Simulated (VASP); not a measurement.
# Ag (P2_1/m) in VASP: single point with PBE

Aim: the single point of Ag with PBE.

All numbers are computed with VASP 6.6.1; they aren't measurements. Logs are shortened: lines on timing, memory, paths and dates and some standing lists are left out, and cuts for length are marked.

### Step 1. The cell of the first run

The structure is monoclinic, space group P2_1/m (No. 11). Conventional cell: a = 2.930 Å, b = 4.790 Å, c = 2.930 Å, α = 90.00°, β = 120.00°, γ = 90.00°. Ag (site symmetry m) has 12 Ag at 2.67 to 3.33 Å within 3.5 Å.

### Step 2. Single point, PBE (atom 1 (Ag) moved by (-0.300, -0.600) A along x and y)

The input, INCAR:

```
SYSTEM = Ag
ALGO = Fast
EDIFF = 1E-6
ENCUT = 520
GGA = PE
ISIF = 2
ISMEAR = 0
LASPH = .TRUE.
LCHARG = .FALSE.
LREAL = .FALSE.
LWAVE = .FALSE.
NBANDS = 18
NELM = 100
PREC = Accurate
SIGMA = 0.15
```

The input, KPOINTS:

```
k-points
0
G
  18 18 10
  0 0 0
```

The input, POSCAR:

```
Ag
1.0
    2.9299980804      0.0000000000      0.0000000000
   -1.4649990402      2.5374527707      0.0000000000
    0.0000000000      0.0000000000      4.7900000000
Ag
2
Direct
    0.1127153862      0.4302090636      0.2500000000
    0.6666666667      0.3333333333      0.7500000000
```

Potentials or basis: VASP PAW PBE potentials, release 64 (Ag).

Started as:

```console
cat potpaw_PBE.64/Ag/POTCAR > POTCAR
mpirun -np 1 vasp_std > vasp.out
```

OUTCAR:

```text
SYSTEM = Ag
   EDIFF = 1E-6
   ENCUT = 520
   GGA = PE
   ISIF = 2
   ISMEAR = 0
   LASPH = .TRUE.
   LREAL = .FALSE.
   NELM = 100
   PREC = Accurate

 ion  position               nearest neighbor table
   1  0.113  0.430  0.250-   2 2.67   2 2.67   2 2.99   2 2.99   2 3.33   2 3.33
   2  0.667  0.333  0.750-   1 2.67   1 2.67   1 2.99   1 2.99   1 3.33   1 3.33

  LATTYP: Found a hexagonal cell.
 ALAT       =     2.9299980804
 C/A-ratio  =     1.6348133577

  Lattice vectors:

 A1 = (   2.9299980804,   0.0000000000,   0.0000000000)
 A2 = (  -1.4649990402,   2.5374527707,   0.0000000000)
 A3 = (   0.0000000000,   0.0000000000,   4.7900000000)

Analysis of symmetry for initial positions (statically):
=====================================================================
 Subroutine PRICEL returns:
 Original cell was already a primitive cell.

 Routine SETGRP: Setting up the symmetry group for a
 hexagonal supercell.

 Subroutine GETGRP returns: Found  4 space group operations
 (whereof  1 operations were pure point group operations)
 out of a pool of 24 trial point group operations.

The static configuration has the point symmetry C_1 .
 The point group associated with its full space group is C_2h.

Analysis of symmetry for dynamics (positions and initial velocities):
=====================================================================
 Subroutine PRICEL returns:
 Original cell was already a primitive cell.

 Routine SETGRP: Setting up the symmetry group for a
 hexagonal supercell.

 Subroutine GETGRP returns: Found  4 space group operations
 (whereof  1 operations were pure point group operations)
 out of a pool of 24 trial point group operations.

The dynamic configuration has the point symmetry C_1 .
 The point group associated with its full space group is C_2h.

 Subroutine INISYM returns: Found  4 space group operations
 (whereof  1 operations are pure point group operations),
 and found     1 'primitive' translations

----------------------------------------------------------------------------------------

                                     Primitive cell

  volume of cell :      35.6124

  direct lattice vectors                    reciprocal lattice vectors
     2.929998080  0.000000000  0.000000000     0.341297152  0.197048003  0.000000000
    -1.464999040  2.537452771  0.000000000     0.000000000  0.394096005  0.000000000
     0.000000000  0.000000000  4.790000000     0.000000000  0.000000000  0.208768267

  length of vectors
[... 82 lines left out ...]
   EDIFF  = 0.1E-05   stopping-criterion for ELM
   LREAL  =      F    real-space projection
   EDIFFG = 0.1E-04   stopping-criterion for IOM
   NSW    =      0    number of steps for IOM
   IBRION =     -1    ionic relax: 0-MD 1-quasi-New 2-CG
   NFREE  =      0    steps in history (QN), initial steepest desc. (CG)
   ISIF   =      2    stress and relaxation
   ISYM   =      2    0-nonsym 1-usesym 2-fastsym
   POTIM  = 0.5000    time-step for ionic-motion
   TEBEG  =    0.0;   TEEND  =   0.0 temperature during run
   PSTRESS=    0.0 pullay stress
   NELECT =      22.0000    total number of electrons
   NUPDOWN=      -1.0000    fix difference up-down
   EMIN   =  10.00;   EMAX   =-10.00  energy-range for DOS
   EFERMI =   0.00;   METHOD = LEGACY
   ISMEAR =     0;   SIGMA  =   0.15  broadening in eV -4-tet -1-fermi 0-gaus
   EFERMI_NEDOS =   21; number of points for ismear=-14 and -15
   IALGO  =     68    algorithm
   IMIX   =      4    mixing-type and parameters
     AMIX     =   0.40;   BMIX     =  1.00
     AMIX_MAG =   1.60;   BMIX_MAG =  1.00
  volume/ion in A,a.u.               =      17.81       120.16
  Fermi-wavevector in a.u.,A,eV,Ry     =   1.394276  2.634800 26.449806  1.944006
  Thomas-Fermi vector in A             =   2.517841
   LORBIT       =      0    0 simple, 1 ext, 2 COOP (PROOUT), +10 PAW based schemes
   GGA     = PE    functional components
   LHFCALC =     F    Hartree Fock is set to
   AEXX    =    0.0000 exact exchange contribution
   IVDW    =     0    specifies the selected vdW correction
   LEPSILON=     F    determine dielectric tensor
   LRPA    =     F    only Hartree local field effects (RPA)
 non-spin polarized calculation
 RMM-DIIS sequential band-by-band and
 Gauss-broadening in eV      SIGMA  =   0.15
  energy-cutoff  :      520.00
  volume of cell :       35.61
 maximum number of plane-waves:       990
 NGX is ok and might be reduce to    24
   NGX = 11   NGY = 11   NGZ = 17

 number of electron      21.9999999 magnetization

 Free energy of the ion-electron system (eV)
  ---------------------------------------------------
  ext. energy  EPLUGINS =         0.00000000
  ---------------------------------------------------
  free energy    TOTEN  =        -5.27130220 eV

  energy without entropy =       -5.26466219  energy(sigma->0) =       -5.26798219

 E-fermi :   7.8512     XC(G=0): -11.9387

 val. band max:        7.8487775115   @ k =   0.3889  -0.1111  -0.4000
 cond. band min:       7.8541030509   @ k =   0.5000   0.4444   0.2000
 fundamental gap:      0.0053255394
 Fermi energy:         7.8512164111

 k-point     1 :       0.0000    0.0000    0.0000
  band No.  band energies     occupation
      1       0.3939      2.00000
      2       1.7709      2.00000
      3       2.5858      2.00000
      4       3.2025      2.00000
      5       3.4144      2.00000
      6       3.4965      2.00000
[... 481 lines left out ...]
      5       3.3940      2.00000
      6       4.2858      2.00000
[... 10 lines left out ...]
     17      19.6324      0.00000
     18      23.1158      0.00000

 [... further k-points ...]

------------------------ aborting loop because EDIFF is reached ----------------------------------------

  FORCE on cell =-STRESS in cart. coord.  units (eV):
  Direction    XX          YY          ZZ          XY          YZ          ZX
  --------------------------------------------------------------------------------------
  -------------------------------------------------------------------------------------
  Total        0.5943513     -0.5370180      1.8560072      0.1351101      0.0000000      0.0000000
  in kB       26.7394825    -24.1600929     83.5005662      6.0785152      0.0000000      0.0000000
  external PRESSURE =      28.6933186 kB  Pullay stress =       0.0000000 kB

 VOLUME and BASIS-vectors are now :
 -----------------------------------------------------------------------------
  energy-cutoff  :      520.00
  volume of cell :       35.61
      direct lattice vectors                 reciprocal lattice vectors
     2.929998080  0.000000000  0.000000000     0.341297152  0.197048003  0.000000000
    -1.464999040  2.537452771  0.000000000     0.000000000  0.394096005  0.000000000
     0.000000000  0.000000000  4.790000000     0.000000000  0.000000000  0.208768267

 POSITION                                       TOTAL-FORCE (eV/Angst)
 -----------------------------------------------------------------------------------
     -0.30000      1.09164      1.19750         0.576952      0.160871      0.000000
      1.46500      0.84582      3.59250        -0.576952     -0.160871      0.000000
 -----------------------------------------------------------------------------------
    total drift:                               -0.000002     -0.000000     -0.000000

  FREE ENERGIE OF THE ION-ELECTRON SYSTEM (eV)
  ---------------------------------------------------
  free  energy   TOTEN  =        -5.2713022025 eV

  energy  without entropy=       -5.2646621854  energy(sigma->0) =       -5.26798219
```

OSZICAR:

```text
N       E                     dE             d eps       ncg     rms          rms(c)
DAV:   1     0.125112772727E+03    0.12511E+03   -0.11725E+04 35432   0.121E+03
DAV:   2    -0.368167257540E+01   -0.12879E+03   -0.12234E+03 36720   0.267E+02
DAV:   3    -0.573973792646E+01   -0.20581E+01   -0.20513E+01 40494   0.380E+01
DAV:   4    -0.574614328916E+01   -0.64054E-02   -0.64049E-02 38470   0.209E+00
DAV:   5    -0.574619770393E+01   -0.54415E-04   -0.54416E-04 38456   0.207E-01    0.686E+00
RMM:   6    -0.528988659716E+01    0.45631E+00   -0.10738E+00 35483   0.843E+00    0.448E+00
RMM:   7    -0.527633041369E+01    0.13556E-01   -0.22509E-02 36744   0.146E+00    0.258E+00
RMM:   8    -0.527132859264E+01    0.50018E-02   -0.20474E-03 36795   0.398E-01    0.220E-01
RMM:   9    -0.527129434209E+01    0.34251E-04   -0.36696E-04 38302   0.156E-01    0.790E-02
RMM:  10    -0.527130003352E+01   -0.56914E-05   -0.46252E-05 38216   0.528E-02    0.346E-02
RMM:  11    -0.527130224676E+01   -0.22132E-05   -0.11932E-05 35313   0.218E-02    0.113E-02
RMM:  12    -0.527130220246E+01    0.44297E-07   -0.10115E-06 27216   0.711E-03
   1 F= -.52713022E+01 E0= -.52679822E+01  d E =-.664002E-02
```

Wall time 3.9 min (1 thread of Oxide Virtual Turin-like, shared host); peak memory 0.55 GiB.

Results:

| Property | Result |
| --- | --- |
| Free energy | -5.2713 eV |
| Pressure | 2.9 GPa |
| Largest force | 0.599 eV/Å |
| Band gap on the k mesh | zero (bands 11 and 12 overlap by 7.32 eV) |

Forces in eV/Å, atoms in the order of the input:
```
Ag   0.577  0.161  0.000
Ag  -0.577 -0.161  0.000
```

Stress tensor (GPa, compression positive):
```
 2.67  0.61  0.00
 0.61 -2.42  0.00
 0.00  0.00  8.35
```

Levels at points of the mesh, in eV from the Fermi level:
| k point | band 9 | band 10 | band 11 | band 12 | band 13 | band 14 |
| --- | --- | --- | --- | --- | --- | --- |
| (0.00, 0.00, 0.00) | -3.85 | -3.26 | -2.82 | -0.27 | 3.45 | 15.34 |
| (0.50, 0.00, 0.00) | -3.00 | -2.84 | 0.55 | 1.06 | 7.35 | 8.10 |
| (0.00, 0.50, 0.00) | -2.83 | -2.76 | -0.71 | 2.19 | 5.33 | 5.52 |
| (0.50, 0.50, 0.00) | -2.91 | -2.89 | 0.19 | 1.41 | 6.73 | 7.17 |
| (0.00, 0.00, 0.50) | -3.46 | -3.46 | -3.40 | -3.40 | 10.79 | 10.79 |
| (0.50, 0.00, 0.50) | -2.70 | -2.70 | 0.52 | 0.52 | 4.63 | 4.63 |
| (0.00, 0.50, 0.50) | -2.91 | -2.91 | 1.91 | 1.91 | 3.21 | 3.21 |
| (0.50, 0.50, 0.50) | -2.79 | -2.79 | 0.76 | 0.76 | 4.40 | 4.40 |

Caveat: the cell differs from its parent crystal (atom 1 (Ag) moved by (-0.300, -0.600) A along x and y); the stress differs along the axes, from -2 to 8 GPa.
